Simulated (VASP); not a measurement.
# FeNi3 (Pm-3m) in VASP: further runs

The runs below take FeNi3 through single point, with PBE.

Program: VASP 6.6.1. These are calculated values, not measurements. Logs are shortened: lines on timing, memory, paths and dates and some standing lists are left out, and cuts for length are marked.

## 1. The cell of the first run

Symmetry: Pm-3m, No. 221, cubic system. The conventional cell has a = 3.521 Å, b = 3.521 Å, c = 3.521 Å, α = 90.00°, β = 90.00°, γ = 90.00°. Fe (site symmetry m-3m) has 12 Ni at 2.49 Å within 3.3 Å. Ni (site symmetry 4/mmm) has 4 Fe at 2.49 Å and 8 Ni at 2.49 Å within 3.3 Å.

## 2. Single point, PBE (10.91 Å³/atom)

INCAR

```
SYSTEM = FeNi3
PREC     = Accurate       ! precision mode
ENCUT    = 520            ! plane-wave cutoff, eV
EDIFF    = 1E-6           ! SCF threshold, eV
ISMEAR   = 0              ! smearing method
SIGMA    = 0.05           ! smearing width, eV
LREAL    = .FALSE.        ! projectors in reciprocal space
LASPH    = .TRUE.         ! aspherical terms in the spheres
NELM     = 60             ! most SCF steps
ALGO     = Normal         ! electronic algorithm
ISIF     = 2              ! what is computed and relaxed
LWAVE    = .FALSE.        ! write WAVECAR
LCHARG   = .FALSE.        ! write CHGCAR
GGA      = PE             ! functional
NBANDS   = 27             ! bands
```

KPOINTS

```
regular mesh
0
G
  12 12 12
  0 0 0
```

POSCAR

```
FeNi3
1.0
    3.5205874748      0.0000000000      0.0000000000
    0.0000000000      3.5205874748      0.0000000000
    0.0000000000      0.0000000000      3.5205874748
Fe Ni
1 3
Direct
    0.0000000000      0.0000000000      0.0000000000
    0.0000000000      0.5000000000      0.5000000000
    0.5000000000      0.0000000000      0.5000000000
    0.5000000000      0.5000000000      0.0000000000
```

Potentials or basis: VASP PAW PBE potentials, release 64 (Fe, Ni).

On the command line:

```sh
$ cat potpaw_PBE.64/Fe/POTCAR potpaw_PBE.64/Ni/POTCAR > POTCAR
$ mpirun -np 1 vasp_std > vasp.out
```

OUTCAR:

```text
SYSTEM = FeNi3
   PREC = Accurate
   ENCUT = 520
   EDIFF = 1E-6
   ISMEAR = 0
   LREAL = .FALSE.
   LASPH = .TRUE.
   NELM = 60
   ISIF = 2
   GGA = PE

 ion  position               nearest neighbor table
   1  0.000  0.000  0.000-   2 2.49   3 2.49   4 2.49   2 2.49   3 2.49   2 2.49   4 2.49   2 2.49
                             3 2.49   4 2.49   3 2.49   4 2.49
   2  0.000  0.500  0.500-   1 2.49   3 2.49   4 2.49   1 2.49   4 2.49   1 2.49   3 2.49   1 2.49
                             3 2.49   4 2.49   4 2.49   3 2.49
   3  0.500  0.000  0.500-   1 2.49   2 2.49   4 2.49   1 2.49   4 2.49   2 2.49   4 2.49   4 2.49
                             1 2.49   2 2.49   1 2.49   2 2.49
   4  0.500  0.500  0.000-   1 2.49   2 2.49   3 2.49   2 2.49   3 2.49   1 2.49   3 2.49   3 2.49
                             1 2.49   2 2.49   2 2.49   1 2.49

  LATTYP: Found a simple cubic cell.
 ALAT       =     3.5205874748

  Lattice vectors:

 A1 = (   3.5205874748,   0.0000000000,   0.0000000000)
 A2 = (   0.0000000000,   3.5205874748,   0.0000000000)
 A3 = (   0.0000000000,   0.0000000000,   3.5205874748)

Analysis of symmetry for initial positions (statically):
=====================================================================
 Subroutine PRICEL returns:
 Original cell was already a primitive cell.

 Routine SETGRP: Setting up the symmetry group for a
 simple cubic supercell.

 Subroutine GETGRP returns: Found 48 space group operations
 (whereof 48 operations were pure point group operations)
 out of a pool of 48 trial point group operations.

The static configuration has the point symmetry O_h .

Analysis of symmetry for dynamics (positions and initial velocities):
=====================================================================
 Subroutine PRICEL returns:
 Original cell was already a primitive cell.

 Routine SETGRP: Setting up the symmetry group for a
 simple cubic supercell.

 Subroutine GETGRP returns: Found 48 space group operations
 (whereof 48 operations were pure point group operations)
 out of a pool of 48 trial point group operations.

The dynamic configuration has the point symmetry O_h .

 Subroutine INISYM returns: Found 48 space group operations
 (whereof 48 operations are pure point group operations),
 and found     1 'primitive' translations

----------------------------------------------------------------------------------------

                                     Primitive cell

  volume of cell :      43.6360

  direct lattice vectors                    reciprocal lattice vectors
     3.520587475  0.000000000  0.000000000     0.284043503  0.000000000  0.000000000
     0.000000000  3.520587475  0.000000000     0.000000000  0.284043503  0.000000000
     0.000000000  0.000000000  3.520587475     0.000000000  0.000000000  0.284043503

  length of vectors
     3.520587475  3.520587475  3.520587475     0.284043503  0.284043503  0.284043503

  position of ions in fractional coordinates (direct lattice)
     0.000000000  0.000000000  0.000000000
     0.000000000  0.500000000  0.500000000
     0.500000000  0.000000000  0.500000000
     0.500000000  0.500000000  0.000000000

  ion indices of the primitive-cell ions
   primitive index   ion index
                 1           1
                 2           2
                 3           3
                 4           4

----------------------------------------------------------------------------------------

 KPOINTS: regular mesh

Automatic generation of k-mesh.
 Grid dimensions read from file:
 generate k-points for:   12   12   12

 Generating k-lattice:

  Cartesian coordinates                     Fractional coordinates (reciprocal lattice)
     0.023670292  0.000000000  0.000000000     0.083333333  0.000000000  0.000000000
     0.000000000  0.023670292  0.000000000     0.000000000  0.083333333  0.000000000
     0.000000000  0.000000000  0.023670292     0.000000000  0.000000000  0.083333333

  Length of vectors
     0.023670292  0.023670292  0.023670292

  Shift w.r.t. Gamma in fractional coordinates (k-lattice)
     0.000000000  0.000000000  0.000000000

 Subroutine IBZKPT returns following result:
 ===========================================

 Found     84 irreducible k-points:

 Following reciprocal coordinates:
            Coordinates               Weight
  0.000000  0.000000  0.000000      1.000000
  0.083333  0.000000  0.000000      6.000000
  0.166667  0.000000  0.000000      6.000000
  0.250000  0.000000  0.000000      6.000000
  0.333333  0.000000  0.000000      6.000000
  0.416667  0.000000  0.000000      6.000000
[... 16 lines left out ...]
  0.333333  0.333333  0.000000     12.000000
  0.416667  0.333333  0.000000     24.000000
 [... further k-points ...]
   k-points           NKPTS =     84   k-points in BZ     NKDIM =     84   number of bands    NBANDS=     27
   number of dos      NEDOS =    301   number of ions     NIONS =      4
   total plane-waves  NPLWV =  21952
   dimension x,y,z NGX =    28 NGY =   28 NGZ =   28
   dimension x,y,z NGXF=    56 NGYF=   56 NGZF=   56
   ions per type =               1   3
   NGX,Y,Z   is equivalent  to a cutoff of  13.22, 13.22, 13.22 a.u.
   NGXF,Y,Z  is equivalent  to a cutoff of  26.44, 26.44, 26.44 a.u.
 SYSTEM =  FeNi3
   PREC   = accura    normal or accurate (medium, high low for compatibility)
   ISTART =      0    job   : 0-new  1-cont  2-samecut
   ICHARG =      2    charge: 1-file 2-atom 10-const
   ISPIN  =      1    spin polarized calculation?
   LNONCOLLINEAR =      F non collinear calculations
   LSORBIT =      F    spin-orbit coupling
   LASPH  =      T    aspherical Exc in radial PAW
   ENCUT  =  520.0 eV  38.22 Ry    6.18 a.u.   6.55  6.55  6.55*2*pi/ulx,y,z
   NELM   =     60;   NELMIN=  2; NELMDL= -5     # of ELM steps
   EDIFF  = 0.1E-05   stopping-criterion for ELM
   LREAL  =      F    real-space projection
   EDIFFG = 0.1E-04   stopping-criterion for IOM
   NSW    =      0    number of steps for IOM
   IBRION =     -1    ionic relax: 0-MD 1-quasi-New 2-CG
   NFREE  =      0    steps in history (QN), initial steepest desc. (CG)
   ISIF   =      2    stress and relaxation
   ISYM   =      2    0-nonsym 1-usesym 2-fastsym
   POTIM  = 0.5000    time-step for ionic-motion
   TEBEG  =    0.0;   TEEND  =   0.0 temperature during run
   PSTRESS=    0.0 pullay stress
   NELECT =      38.0000    total number of electrons
   NUPDOWN=      -1.0000    fix difference up-down
   EMIN   =  10.00;   EMAX   =-10.00  energy-range for DOS
   EFERMI =   0.00;   METHOD = LEGACY
   ISMEAR =     0;   SIGMA  =   0.05  broadening in eV -4-tet -1-fermi 0-gaus
   EFERMI_NEDOS =   21; number of points for ismear=-14 and -15
   IALGO  =     38    algorithm
   IMIX   =      4    mixing-type and parameters
     AMIX     =   0.40;   BMIX     =  1.00
     AMIX_MAG =   1.60;   BMIX_MAG =  1.00
  volume/ion in A,a.u.               =      10.91        73.62
  Fermi-wavevector in a.u.,A,eV,Ry     =   1.563343  2.954290 33.253194  2.444041
  Thomas-Fermi vector in A             =   2.666128
   LORBIT       =      0    0 simple, 1 ext, 2 COOP (PROOUT), +10 PAW based schemes
   GGA     = PE    functional components
   LHFCALC =     F    Hartree Fock is set to
   AEXX    =    0.0000 exact exchange contribution
   IVDW    =     0    specifies the selected vdW correction
   LEPSILON=     F    determine dielectric tensor
   LRPA    =     F    only Hartree local field effects (RPA)
 non-spin polarized calculation
 Gauss-broadening in eV      SIGMA  =   0.05
  energy-cutoff  :      520.00
  volume of cell :       43.64
 maximum number of plane-waves:      1208
 NGX is ok and might be reduce to    28
   NGX = 13   NGY = 13   NGZ = 13

 number of electron      37.9999982 magnetization

 Free energy of the ion-electron system (eV)
  ---------------------------------------------------
  ext. energy  EPLUGINS =         0.00000000
  ---------------------------------------------------
  free energy    TOTEN  =       -23.94763212 eV

  energy without entropy =      -23.93397612  energy(sigma->0) =      -23.94080412

 E-fermi :   8.5005     XC(G=0): -13.2805

 val. band max:        8.5001018585   @ k =   0.3333   0.0833   0.0000
 cond. band min:       8.5025603889   @ k =   0.3333   0.3333   0.0000
 fundamental gap:      0.0024585304
 Fermi energy:         8.5005052895

 k-point     1 :       0.0000    0.0000    0.0000
  band No.  band energies     occupation
      1      -0.3549      2.00000
      2       4.0176      2.00000
      3       4.0176      2.00000
      4       4.1305      2.00000
      5       4.6662      2.00000
      6       4.6662      2.00000
[... 19 lines left out ...]
     26      18.1880      0.00000
     27      18.5009      0.00000

 k-point     2 :       0.0833    0.0000    0.0000
  band No.  band energies     occupation
      1      -0.2635      2.00000
      2       4.0359      2.00000
      3       4.0688      2.00000
      4       4.1668      2.00000
      5       4.6960      2.00000
      6       4.6983      2.00000
[... 19 lines left out ...]
     26      18.3664      0.00000
     27      18.9318      0.00000

 k-point     3 :       0.1667    0.0000    0.0000
  band No.  band energies     occupation
      1       0.0080      2.00000
      2       4.0530      2.00000
      3       4.2162      2.00000
      4       4.2893      2.00000
      5       4.7839      2.00000
      6       4.7949      2.00000
[... 19 lines left out ...]
     26      18.4316      0.00000
     27      20.3790      0.00000

 k-point     4 :       0.2500    0.0000    0.0000
  band No.  band energies     occupation
      1       0.4508      2.00000
      2       3.9975      2.00000
      3       4.4387      2.00000
      4       4.4870      2.00000
      5       4.9249      2.00000
      6       4.9566      2.00000
[... 19 lines left out ...]
     26      18.4985      0.00000
     27      20.5616      0.00000
[... 516 lines left out ...]
      4       5.2966      2.00000
      5       5.5440      2.00000
      6       5.6090      2.00000
[... 19 lines left out ...]
     26      17.8061      0.00000
     27      19.7570      0.00000

 k-point    23 :       0.3333    0.3333    0.0000
  band No.  band energies     occupation
      1       2.2982      2.00000
      2       4.5894      2.00000
      3       4.6605      2.00000
      4       5.1822      2.00000
      5       5.3373      2.00000
      6       5.4310      2.00000
[... 19 lines left out ...]
     26      19.4539      0.00000
     27      20.9250      0.00000

 k-point    24 :       0.4167    0.3333    0.0000
  band No.  band energies     occupation
      1       2.9197      2.00000
      2       4.1979      2.00000
      3       4.9532      2.00000
      4       5.2472      2.00000
      5       5.4867      2.00000
      6       5.5706      2.00000
[... 19 lines left out ...]
     26      19.6977      0.00000
     27      19.8575      0.00000

 [... further k-points ...]

------------------------ aborting loop because EDIFF is reached ----------------------------------------

  FORCE on cell =-STRESS in cart. coord.  units (eV):
  Direction    XX          YY          ZZ          XY          YZ          ZX
  --------------------------------------------------------------------------------------
  -------------------------------------------------------------------------------------
  Total       -1.1593631     -1.1593631     -1.1593631      0.0000000      0.0000000     -0.0000000
  in kB      -42.5681348    -42.5681348    -42.5681348      0.0000000      0.0000000     -0.0000000
  external PRESSURE =     -42.5681348 kB  Pullay stress =       0.0000000 kB

 VOLUME and BASIS-vectors are now :
 -----------------------------------------------------------------------------
  energy-cutoff  :      520.00
  volume of cell :       43.64
      direct lattice vectors                 reciprocal lattice vectors
     3.520587475  0.000000000  0.000000000     0.284043503  0.000000000  0.000000000
     0.000000000  3.520587475  0.000000000     0.000000000  0.284043503  0.000000000
     0.000000000  0.000000000  3.520587475     0.000000000  0.000000000  0.284043503

 POSITION                                       TOTAL-FORCE (eV/Angst)
 -----------------------------------------------------------------------------------
      0.00000      0.00000      0.00000         0.000000      0.000000      0.000000
      0.00000      1.76029      1.76029         0.000000      0.000000      0.000000
      1.76029      0.00000      1.76029         0.000000      0.000000      0.000000
      1.76029      1.76029      0.00000         0.000000      0.000000      0.000000
 -----------------------------------------------------------------------------------
    total drift:                                0.000000      0.000000      0.000000

  FREE ENERGIE OF THE ION-ELECTRON SYSTEM (eV)
  ---------------------------------------------------
  free  energy   TOTEN  =       -23.9476321174 eV

  energy  without entropy=      -23.9339761168  energy(sigma->0) =      -23.94080412
```

Wall time 2.3 min (1 thread of Intel Xeon 8259CL, shared host); peak memory 0.22 GiB.

Results:

* Free energy: -23.9476 eV
* Pressure: -4.3 GPa
* Band gap on the k mesh: zero (bands 19 and 20 overlap by 1.06 eV)

Caveat: the cell stands under tension; the run has no spin polarisation, though such a crystal can be magnetic.

## 3. Single point, PBE

This run uses another cell than the first one, of 11.14 Å³/atom.

INCAR

```
SYSTEM = FeNi3
  PREC = Accurate
  ENCUT = 520
  EDIFF = 1E-6
  ISMEAR = 0
  SIGMA = 0.05
  LREAL = .False.
  LASPH = .True.
  NELM = 60
  ALGO = Normal
  ISIF = 2
  LWAVE = .False.
  LCHARG = .False.
  GGA = PE
  NBANDS = 27
```

KPOINTS

```
Automatic mesh
0
Gamma
  12 12 12
  0 0 0
```

POSCAR

```
FeNi3
1.0
    3.5450000000      0.0000000000      0.0000000000
    0.0000000000      3.5450000000      0.0000000000
    0.0000000000      0.0000000000      3.5450000000
Fe Ni
1 3
Direct
    0.0000000000      0.0000000000      0.0000000000
    0.0000000000      0.5000000000      0.5000000000
    0.5000000000      0.0000000000      0.5000000000
    0.5000000000      0.5000000000      0.0000000000
```

Potentials or basis: VASP PAW PBE potentials, release 64 (Fe, Ni).

On the command line:

```sh
$ cat potpaw_PBE.64/Fe/POTCAR potpaw_PBE.64/Ni/POTCAR > POTCAR
$ mpirun -np 1 vasp_std > vasp.out
```

Run time: 2.5 min. Hardware: 1 thread of Intel Xeon 8259CL, shared host; peak memory 0.22 GiB.

Results (log left out):

```
Free energy            : -23.9120 eV
Pressure               : -8.1 GPa
Band gap on the k mesh : zero (bands 19 and 20 overlap by 1.02 eV)
```

Levels at points of the mesh, in eV from the Fermi level:
```
           k point  band 16  band 17  band 18  band 19  band 20  band 21  band 22  band 23
(0.00, 0.00, 0.00)    -0.02     0.33     0.33     0.64     0.64     0.64     2.60     2.60
(0.50, 0.00, 0.00)    -0.64    -0.64    -0.58    -0.29    -0.05    -0.02     0.63     8.01
(0.50, 0.50, 0.00)    -1.03    -0.93    -0.49    -0.38    -0.38     1.26     1.26     1.85
(0.50, 0.50, 0.50)    -0.23    -0.10    -0.10    -0.10     0.31     0.31     0.31     0.36
```

Caveat: the cell stands under tension; the run has no spin polarisation, though such a crystal can be magnetic.

## 4. Single point, PBE (11.12 Å³/atom)

This run uses another cell than the first one, of 11.12 Å³/atom.

INCAR

```
PREC = Accurate
ENCUT = 520
EDIFF = 1E-7
ISMEAR = 0
SIGMA = 0.05
LREAL = False
LASPH = True
NELM = 80
ALGO = Normal
ISIF = 2
LWAVE = False
LCHARG = True
GGA = PE
LELF = True
LVHAR = True
NBANDS = 27
```

KPOINTS

```
regular mesh
0
Gamma
  12 12 12
```

POSCAR

```
FeNi3
1.0
    3.5434490730      0.0000000000      0.0000000000
    0.0000000000      3.5434490730      0.0000000000
    0.0000000000      0.0000000000      3.5434490730
Fe Ni
1 3
Direct
    0.0000000000      0.0000000000      0.0000000000
    0.0000000000      0.5000000000      0.5000000000
    0.5000000000      0.0000000000      0.5000000000
    0.5000000000      0.5000000000      0.0000000000
```

On the command line:

```sh
$ cat potpaw_PBE.64/Fe/POTCAR potpaw_PBE.64/Ni/POTCAR > POTCAR
$ mpirun -np 1 vasp_std > vasp.out
```

Wall time 3.1 min (1 thread of Intel Xeon 8259CL, shared host); peak memory 0.22 GiB.

Results (log left out):

| Item | Value |
| --- | --- |
| Free energy | -23.9149 eV |
| Pressure | -7.9 GPa |
| Band gap on the k mesh | zero (bands 19 and 20 overlap by 1.03 eV) |

Levels at points of the mesh, in eV from the Fermi level:
| k point | band 15 | band 16 | band 17 | band 18 | band 19 | band 20 | band 21 | band 22 | band 23 | band 24 |
| --- | --- | --- | --- | --- | --- | --- | --- | --- | --- | --- |
| (0.00, 0.00, 0.00) | -0.02 | -0.02 | 0.33 | 0.33 | 0.64 | 0.64 | 0.64 | 2.60 | 2.60 | 2.60 |
| (0.50, 0.00, 0.00) | -1.05 | -0.64 | -0.64 | -0.58 | -0.29 | -0.05 | -0.02 | 0.63 | 8.01 | 8.01 |
| (0.50, 0.50, 0.00) | -1.36 | -1.03 | -0.93 | -0.49 | -0.38 | -0.38 | 1.26 | 1.26 | 1.85 | 1.98 |
| (0.50, 0.50, 0.50) | -0.23 | -0.23 | -0.10 | -0.10 | -0.10 | 0.31 | 0.31 | 0.31 | 0.36 | 0.36 |

Caveat: the cell stands under tension; the run has no spin polarisation, though such a crystal can be magnetic. Spin polarisation is off, so any magnetic state and its effect on volume and gap are missing.

## 5. Overview

```csv
cell,gap on the mesh (eV),pressure (GPa)
"a = 3.521 Å, 4 atoms",none,-4.3
"a = 3.545 Å, 4 atoms",none,-8.1
"a = 3.543 Å, 4 atoms",none,-7.9
```

Alike in all rows: task single point; level PBE; potentials or basis VASP PAW PBE potentials, release 64 (Fe, Ni); no spin polarisation; k mesh 12 × 12 × 12; cutoff (eV) 520; smearing gaussian 0.05 eV.

Caveats: the cell stands under tension; the run has no spin polarisation, though such a crystal can be magnetic.

Total energies depend on the potentials used, so only differences within one code and one set of settings carry meaning.
